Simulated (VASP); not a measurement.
# SiO2 (Stishovite) (P4_2/mnm) in VASP: a series of runs

SiO2 (Stishovite) is run at these levels: PBE, r2SCAN; tasks: single point.

Program: VASP 6.6.1. These are calculated values, not measurements. Logs are shortened: lines on timing, memory, paths and dates and some standing lists are left out, and cuts for length are marked.

### Step 1. The cell of the first run

Symmetry: P4_2/mnm, No. 136, tetragonal system. Conventional cell: a = 4.319 Å, b = 4.319 Å, c = 2.743 Å, α = 90.00°, β = 90.00°, γ = 90.00°. Within 2.4 Å of Si (site symmetry mmm) lie 6 O at 1.81 to 1.87 Å. O (site symmetry m2m) has 3 Si at 1.81 to 1.87 Å and 1 O at 2.36 Å within 2.4 Å.

### Step 2. Single point, PBE (volume changed by +6%)

Contents of INCAR:

```
PREC = Accurate
ENCUT = 520
EDIFF = 1E-7
ISMEAR = 0
SIGMA = 0.01
LREAL = F
LASPH = T
NELM = 100
ALGO = Normal
ISIF = 2
LWAVE = F
LCHARG = F
GGA = PE
NBANDS = 25
```

Contents of KPOINTS:

```
regular mesh
0
Gamma
  6 6 8
```

Contents of POSCAR:

```
SiO2
1.0
    4.3188380597      0.0000000000      0.0000000000
    0.0000000000      4.3188380597      0.0000000000
    0.0000000000      0.0000000000      2.7432663887
Si O
2 4
Direct
    0.0000000000      0.0000000000      0.0000000000
    0.5000000000      0.5000000000      0.5000000000
    0.3069760528      0.3069760528      0.0000000000
    0.1930239472      0.8069760528      0.5000000000
    0.6930239472      0.6930239472      0.0000000000
    0.8069760528      0.1930239472      0.5000000000
```

Potentials or basis: VASP PAW PBE potentials, release 64 (Si, O).

Started as:

```console
cat potpaw_PBE.64/Si/POTCAR potpaw_PBE.64/O/POTCAR > POTCAR
mpirun -np 1 vasp_std > vasp.out
```

OUTCAR:

```text
PREC = Accurate
   ENCUT = 520
   EDIFF = 1E-7
   ISMEAR = 0
   LREAL = F
   LASPH = T
   NELM = 100
   ISIF = 2
   GGA = PE

 ion  position               nearest neighbor table
   1  0.000  0.000  0.000-   4 1.81   6 1.81   4 1.81   6 1.81   5 1.87   3 1.87
   2  0.500  0.500  0.500-   3 1.81   5 1.81   3 1.81   5 1.81   4 1.87   6 1.87
   3  0.307  0.307  0.000-   2 1.81   2 1.81   1 1.87
   4  0.193  0.807  0.500-   1 1.81   1 1.81   2 1.87
   5  0.693  0.693  0.000-   2 1.81   2 1.81   1 1.87
   6  0.807  0.193  0.500-   1 1.81   1 1.81   2 1.87

  LATTYP: Found a simple tetragonal cell.
 ALAT       =     4.3188380597
 C/A-ratio  =     0.6351862123

  Lattice vectors:

 A1 = (   4.3188380597,   0.0000000000,   0.0000000000)
 A2 = (   0.0000000000,   4.3188380597,   0.0000000000)
 A3 = (   0.0000000000,   0.0000000000,   2.7432663887)

Analysis of symmetry for initial positions (statically):
=====================================================================
 Subroutine PRICEL returns:
 Original cell was already a primitive cell.

 Routine SETGRP: Setting up the symmetry group for a
 simple tetragonal supercell.

 Subroutine GETGRP returns: Found 16 space group operations
 (whereof  8 operations were pure point group operations)
 out of a pool of 16 trial point group operations.

The static configuration has the point symmetry D_2h.
 The point group associated with its full space group is D_4h.

Analysis of symmetry for dynamics (positions and initial velocities):
=====================================================================
 Subroutine PRICEL returns:
 Original cell was already a primitive cell.

 Routine SETGRP: Setting up the symmetry group for a
 simple tetragonal supercell.

 Subroutine GETGRP returns: Found 16 space group operations
 (whereof  8 operations were pure point group operations)
 out of a pool of 16 trial point group operations.

The dynamic configuration has the point symmetry D_2h.
 The point group associated with its full space group is D_4h.

 Subroutine INISYM returns: Found 16 space group operations
 (whereof  8 operations are pure point group operations),
 and found     1 'primitive' translations

----------------------------------------------------------------------------------------

                                     Primitive cell
[... 93 lines left out ...]
   ISPIN  =      1    spin polarized calculation?
   LNONCOLLINEAR =      F non collinear calculations
   LSORBIT =      F    spin-orbit coupling
   LASPH  =      T    aspherical Exc in radial PAW
   ENCUT  =  520.0 eV  38.22 Ry    6.18 a.u.   8.03  8.03  5.10*2*pi/ulx,y,z
   NELM   =    100;   NELMIN=  2; NELMDL= -5     # of ELM steps
   EDIFF  = 0.1E-06   stopping-criterion for ELM
   LREAL  =      F    real-space projection
   EDIFFG = 0.1E-05   stopping-criterion for IOM
   NSW    =      0    number of steps for IOM
   IBRION =     -1    ionic relax: 0-MD 1-quasi-New 2-CG
   NFREE  =      0    steps in history (QN), initial steepest desc. (CG)
   ISIF   =      2    stress and relaxation
   ISYM   =      2    0-nonsym 1-usesym 2-fastsym
   POTIM  = 0.5000    time-step for ionic-motion
   TEBEG  =    0.0;   TEEND  =   0.0 temperature during run
   PSTRESS=    0.0 pullay stress
   NELECT =      32.0000    total number of electrons
   NUPDOWN=      -1.0000    fix difference up-down
   EMIN   =  10.00;   EMAX   =-10.00  energy-range for DOS
   EFERMI =   0.00;   METHOD = LEGACY
   ISMEAR =     0;   SIGMA  =   0.01  broadening in eV -4-tet -1-fermi 0-gaus
   EFERMI_NEDOS =   21; number of points for ismear=-14 and -15
   IALGO  =     38    algorithm
   IMIX   =      4    mixing-type and parameters
     AMIX     =   0.40;   BMIX     =  1.00
     AMIX_MAG =   1.60;   BMIX_MAG =  1.00
  volume/ion in A,a.u.               =       8.53        57.55
  Fermi-wavevector in a.u.,A,eV,Ry     =   1.399988  2.645593 26.666950  1.959966
  Thomas-Fermi vector in A             =   2.522993
   LORBIT       =      0    0 simple, 1 ext, 2 COOP (PROOUT), +10 PAW based schemes
   GGA     = PE    functional components
   LHFCALC =     F    Hartree Fock is set to
   AEXX    =    0.0000 exact exchange contribution
   IVDW    =     0    specifies the selected vdW correction
   LEPSILON=     F    determine dielectric tensor
   LRPA    =     F    only Hartree local field effects (RPA)
 non-spin polarized calculation
 Gauss-broadening in eV      SIGMA  =   0.01
  energy-cutoff  :      520.00
  volume of cell :       51.17
 maximum number of plane-waves:      1416
   NGX = 17   NGY = 17   NGZ = 11

 number of electron      32.0000020 magnetization

 Free energy of the ion-electron system (eV)
  ---------------------------------------------------
  ext. energy  EPLUGINS =         0.00000000
  ---------------------------------------------------
  free energy    TOTEN  =       -46.17916102 eV

  energy without entropy =      -46.17916102  energy(sigma->0) =      -46.17916102

 E-fermi :   7.1300     XC(G=0): -11.7842

 val. band max:        6.9745380583   @ k =   0.0000   0.0000   0.0000
 cond. band min:      11.0233998648   @ k =   0.0000   0.0000   0.0000
 fundamental gap:      4.0488618065
 Fermi energy:         7.1299588816

 k-point     1 :       0.0000    0.0000    0.0000
  band No.  band energies     occupation
      1     -14.6602      2.00000
      2     -11.4838      2.00000
      3     -11.4838      2.00000
      4     -11.3366      2.00000
      5      -3.3062      2.00000
      6       1.0515      2.00000
[... 661 lines left out ...]
     24      19.4121      0.00000
     25      20.1698      0.00000

 [... further k-points ...]
[... 5 lines left out ...]
  --------------------------------------------------------------------------------------
  -------------------------------------------------------------------------------------
  Total       -4.5119663     -4.5119663     -5.5898775     -0.0000000      0.0000000      0.0000000
  in kB     -141.2780229   -141.2780229   -175.0294182     -0.0000000      0.0000000      0.0000000
  external PRESSURE =    -152.5284880 kB  Pullay stress =       0.0000000 kB

 VOLUME and BASIS-vectors are now :
 -----------------------------------------------------------------------------
  energy-cutoff  :      520.00
  volume of cell :       51.17
      direct lattice vectors                 reciprocal lattice vectors
     4.318838060  0.000000000  0.000000000     0.231543759  0.000000000  0.000000000
     0.000000000  4.318838060  0.000000000     0.000000000  0.231543759  0.000000000
     0.000000000  0.000000000  2.743266389     0.000000000  0.000000000  0.364528944

 POSITION                                       TOTAL-FORCE (eV/Angst)
 -----------------------------------------------------------------------------------
      0.00000      0.00000      0.00000         0.000000     -0.000000      0.000000
      2.15942      2.15942      1.37163         0.000000     -0.000000      0.000000
      1.32578      1.32578      0.00000         0.254884      0.254884      0.000000
      0.83364      3.48520      1.37163        -0.254884      0.254884      0.000000
      2.99306      2.99306      0.00000        -0.254884     -0.254884      0.000000
      3.48520      0.83364      1.37163         0.254884     -0.254884      0.000000
 -----------------------------------------------------------------------------------
    total drift:                                0.000000     -0.000000      0.000000

  FREE ENERGIE OF THE ION-ELECTRON SYSTEM (eV)
  ---------------------------------------------------
  free  energy   TOTEN  =       -46.1791610233 eV

  energy  without entropy=      -46.1791610233  energy(sigma->0) =      -46.17916102
```

OSZICAR:

```text
N       E                     dE             d eps       ncg     rms          rms(c)
DAV:   1     0.132996121661E+03    0.13300E+03   -0.17370E+04  2524   0.122E+03
DAV:   2    -0.434681152087E+02   -0.17646E+03   -0.16768E+03  3159   0.272E+02
DAV:   3    -0.506215822297E+02   -0.71535E+01   -0.71192E+01  3294   0.529E+01
DAV:   4    -0.506705354110E+02   -0.48953E-01   -0.48937E-01  2917   0.504E+00
DAV:   5    -0.506709683156E+02   -0.43290E-03   -0.43280E-03  3324   0.449E-01    0.160E+01
DAV:   6    -0.461150417594E+02    0.45559E+01   -0.13236E+01  3095   0.241E+01    0.706E+00
DAV:   7    -0.461619159459E+02   -0.46874E-01   -0.64095E-01  3121   0.464E+00    0.276E+00
DAV:   8    -0.461724181648E+02   -0.10502E-01   -0.25341E-02  3235   0.136E+00    0.106E+00
DAV:   9    -0.461789629809E+02   -0.65448E-02   -0.99030E-03  3227   0.837E-01    0.259E-01
DAV:  10    -0.461792048173E+02   -0.24184E-03   -0.90410E-04  3126   0.202E-01    0.581E-02
DAV:  11    -0.461791594803E+02    0.45337E-04   -0.15773E-04  3228   0.886E-02    0.118E-02
DAV:  12    -0.461791609576E+02   -0.14773E-05   -0.88913E-06  3053   0.203E-02    0.407E-03
DAV:  13    -0.461791610233E+02   -0.65739E-07   -0.94785E-07  3291   0.674E-03
   1 F= -.46179161E+02 E0= -.46179161E+02  d E =-.242915-109
```

stdout:

```text
POSCAR found type information on POSCAR SiO
 POSCAR found :  2 types and       6 ions
 scaLAPACK will be used
 LDA part: xc-table for (Slater+PW92), standard interpolation
 POSCAR, INCAR and KPOINTS ok, starting setup
 FFT: planning ... GRIDC
 FFT: planning ... GRID_SOFT
 FFT: planning ... GRID
 WAVECAR not read
 entering main loop
```

Run time: 15 s. Hardware: 1 thread of Intel Xeon 6975P-C (Granite Rapids), shared host; peak memory 0.17 GiB.

Results:

```yaml
Free_energy: -46.1792 eV
Pressure: -15.3 GPa
Largest_force: 0.360 eV/Å
Band_gap_on_the_k_mesh: 4.05 eV, direct
```

Forces in eV/Å, atoms in the order of the input:
```
Si   0.000  0.000  0.000
Si   0.000  0.000  0.000
O    0.255  0.255  0.000
O   -0.255  0.255  0.000
O   -0.255 -0.255  0.000
O    0.255 -0.255  0.000
```

Stress tensor (GPa, compression positive):
```
-14.13   0.00   0.00
  0.00 -14.13   0.00
  0.00   0.00 -17.50
```

Levels at points of the mesh, in eV from the valence-band top:
| k point | band 13 | band 14 | band 15 | band 16 | band 17 | band 18 | band 19 | band 20 |
| --- | --- | --- | --- | --- | --- | --- | --- | --- |
| (0.00, 0.00, 0.00) | -2.45 | -0.82 | -0.82 | 0.00 | 4.05 | 6.33 | 7.80 | 7.80 |
| (0.50, 0.00, 0.00) | -2.50 | -2.50 | -0.98 | -0.98 | 6.51 | 6.51 | 8.44 | 8.44 |
| (0.50, 0.50, 0.00) | -2.42 | -2.42 | -1.99 | -1.99 | 6.31 | 6.31 | 9.23 | 9.23 |
| (0.00, 0.00, 0.50) | -2.62 | -2.62 | -2.37 | -2.37 | 7.85 | 7.85 | 11.51 | 11.51 |
| (0.50, 0.00, 0.50) | -2.08 | -2.08 | -1.53 | -1.53 | 7.76 | 7.76 | 8.81 | 8.81 |
| (0.50, 0.50, 0.50) | -1.63 | -1.63 | -1.35 | -1.35 | 6.12 | 6.12 | 10.22 | 10.22 |

Caveat: the cell differs from its parent crystal (volume changed by +6%).

### Step 3. Single point, PBE

This run uses another cell than the first one, of 7.79 Å³/atom, 0.914 times its volume.

Contents of INCAR:

```
ALGO     = Normal         # electronic algorithm
EDIFF    = 1E-7           # SCF threshold, eV
ENCUT    = 520            # plane-wave cutoff, eV
GGA      = PE             # functional
ISIF     = 2              # what is computed and relaxed
ISMEAR   = 0              # smearing method
LASPH    = True           # aspherical terms in the spheres
LCHARG   = False          # write CHGCAR
LREAL    = False          # projectors in reciprocal space
LWAVE    = False          # write WAVECAR
NBANDS   = 25             # bands
NELM     = 100            # most SCF steps
PREC     = Accurate       # precision mode
SIGMA    = 0.01           # smearing width, eV
```

Contents of KPOINTS:

```
k-points
0
Gamma
  6 6 10
```

Contents of POSCAR:

```
SiO2
1.0
    4.1851894808      0.0000000000      0.0000000000
    0.0000000000      4.1851894808      0.0000000000
    0.0000000000      0.0000000000      2.6688395721
Si O
2 4
Direct
    0.0000000000      0.0000000000      0.0000000000
    0.5000000000      0.5000000000      0.5000000000
    0.3061010378      0.3061010378      0.0000000000
    0.1938989622      0.8061010378      0.5000000000
    0.6938989622      0.6938989622      0.0000000000
    0.8061010378      0.1938989622      0.5000000000
```

Potentials or basis: VASP PAW PBE potentials, release 64 (Si, O).

Started as:

```console
cat potpaw_PBE.64/Si/POTCAR potpaw_PBE.64/O/POTCAR > POTCAR
mpirun -np 1 vasp_std > vasp.out
```

OUTCAR:

```text
EDIFF = 1E-7
   ENCUT = 520
   GGA = PE
   ISIF = 2
   ISMEAR = 0
   LASPH = True
   LREAL = False
   NELM = 100
   PREC = Accurate

 ion  position               nearest neighbor table
   1  0.000  0.000  0.000-   4 1.76   6 1.76   4 1.76   6 1.76   5 1.81   3 1.81
   2  0.500  0.500  0.500-   3 1.76   5 1.76   3 1.76   5 1.76   4 1.81   6 1.81
   3  0.306  0.306  0.000-   2 1.76   2 1.76   1 1.81
   4  0.194  0.806  0.500-   1 1.76   1 1.76   2 1.81
[... 884 lines left out ...]
  -------------------------------------------------------------------------------------
  Total        2.6640142      2.6640142      3.2109108      0.0000000      0.0000000      0.0000000
  in kB       91.3049675     91.3049675    110.0490005      0.0000000      0.0000000      0.0000000
  external PRESSURE =      97.5529785 kB  Pullay stress =       0.0000000 kB

 VOLUME and BASIS-vectors are now :
 -----------------------------------------------------------------------------
  energy-cutoff  :      520.00
  volume of cell :       46.75
      direct lattice vectors                 reciprocal lattice vectors
     4.185189481  0.000000000  0.000000000     0.238937808  0.000000000  0.000000000
     0.000000000  4.185189481  0.000000000     0.000000000  0.238937808  0.000000000
     0.000000000  0.000000000  2.668839572     0.000000000  0.000000000  0.374694684

 POSITION                                       TOTAL-FORCE (eV/Angst)
 -----------------------------------------------------------------------------------
      0.00000      0.00000      0.00000         0.000000      0.000000      0.000000
      2.09259      2.09259      1.33442         0.000000      0.000000      0.000000
      1.28109      1.28109      0.00000        -0.070979     -0.070979     -0.000000
      0.81150      3.37369      1.33442         0.070979     -0.070979      0.000000
      2.90410      2.90410      0.00000         0.070979      0.070979      0.000000
      3.37369      0.81150      1.33442        -0.070979      0.070979      0.000000
 -----------------------------------------------------------------------------------
    total drift:                                0.000000      0.000000     -0.000000

  FREE ENERGIE OF THE ION-ELECTRON SYSTEM (eV)
  ---------------------------------------------------
  free  energy   TOTEN  =       -46.2698728105 eV

  energy  without entropy=      -46.2698728105  energy(sigma->0) =      -46.26987281
```

OSZICAR:

```text
N       E                     dE             d eps       ncg     rms          rms(c)
DAV:   1     0.138125052538E+03    0.13813E+03   -0.17744E+04  3016   0.124E+03
DAV:   2    -0.437786480012E+02   -0.18190E+03   -0.17427E+03  3834   0.279E+02
DAV:   3    -0.508607647531E+02   -0.70821E+01   -0.70490E+01  3978   0.524E+01
DAV:   4    -0.509062461617E+02   -0.45481E-01   -0.45467E-01  3514   0.489E+00
DAV:   5    -0.509065955040E+02   -0.34934E-03   -0.34928E-03  4050   0.411E-01    0.175E+01
DAV:   6    -0.462076426564E+02    0.46990E+01   -0.13204E+01  3824   0.244E+01    0.806E+00
DAV:   7    -0.462489236822E+02   -0.41281E-01   -0.77556E-01  3793   0.512E+00    0.293E+00
DAV:   8    -0.462630632810E+02   -0.14140E-01   -0.25876E-02  3724   0.139E+00    0.109E+00
DAV:   9    -0.462696845647E+02   -0.66213E-02   -0.96352E-03  3839   0.831E-01    0.264E-01
DAV:  10    -0.462698881245E+02   -0.20356E-03   -0.44036E-04  3733   0.151E-01    0.427E-02
DAV:  11    -0.462698717642E+02    0.16360E-04   -0.74632E-05  3949   0.626E-02    0.781E-03
DAV:  12    -0.462698727034E+02   -0.93919E-06   -0.49741E-06  3629   0.160E-02    0.328E-03
DAV:  13    -0.462698728245E+02   -0.12115E-06   -0.55667E-07  3924   0.533E-03    0.376E-03
DAV:  14    -0.462698728105E+02    0.13964E-07   -0.13275E-08  2387   0.810E-04
   1 F= -.46269873E+02 E0= -.46269873E+02  d E =-.286432-104
```

stdout:

```text
POSCAR found type information on POSCAR SiO
 POSCAR found :  2 types and       6 ions
 scaLAPACK will be used
 LDA part: xc-table for (Slater+PW92), standard interpolation
 POSCAR, INCAR and KPOINTS ok, starting setup
 FFT: planning ... GRIDC
 FFT: planning ... GRID_SOFT
 FFT: planning ... GRID
 WAVECAR not read
 entering main loop
```

It took 18 s on 1 thread of Intel Xeon 6975P-C (Granite Rapids), shared host; peak memory 0.18 GiB.

What came out:

- Free energy: -46.2699 eV
- Pressure: 9.8 GPa
- Largest force: 0.100 eV/Å
- Band gap on the k mesh: 5.54 eV, direct

Forces in eV/Å, atoms in the order of the input:
```
Si   0.000  0.000  0.000
Si   0.000  0.000  0.000
O   -0.071 -0.071  0.000
O    0.071 -0.071  0.000
O    0.071  0.071  0.000
O   -0.071  0.071  0.000
```

Levels at points of the mesh, in eV from the valence-band top:
```
           k point  band 12  band 13  band 14  band 15  band 16  band 17  band 18  band 19  band 20  band 21
(0.00, 0.00, 0.00)    -3.13    -2.52    -0.88    -0.88     0.00     5.54     6.70     8.49     8.49    11.13
(0.50, 0.00, 0.00)    -3.86    -2.68    -2.68    -1.07    -1.07     7.70     7.70     9.07     9.07    11.03
(0.50, 0.50, 0.00)    -3.25    -2.65    -2.65    -2.27    -2.27     7.38     7.38    10.04    10.04    13.12
(0.00, 0.00, 0.50)    -4.62    -3.05    -3.05    -2.67    -2.67     9.05     9.05    12.62    12.62    12.70
(0.50, 0.00, 0.50)    -3.97    -2.28    -2.28    -1.75    -1.75     8.75     8.75     9.81     9.81    12.25
(0.50, 0.50, 0.50)    -4.48    -1.76    -1.76    -1.55    -1.55     7.14     7.14    10.99    10.99    11.68
```

[end of part 1 of 3]
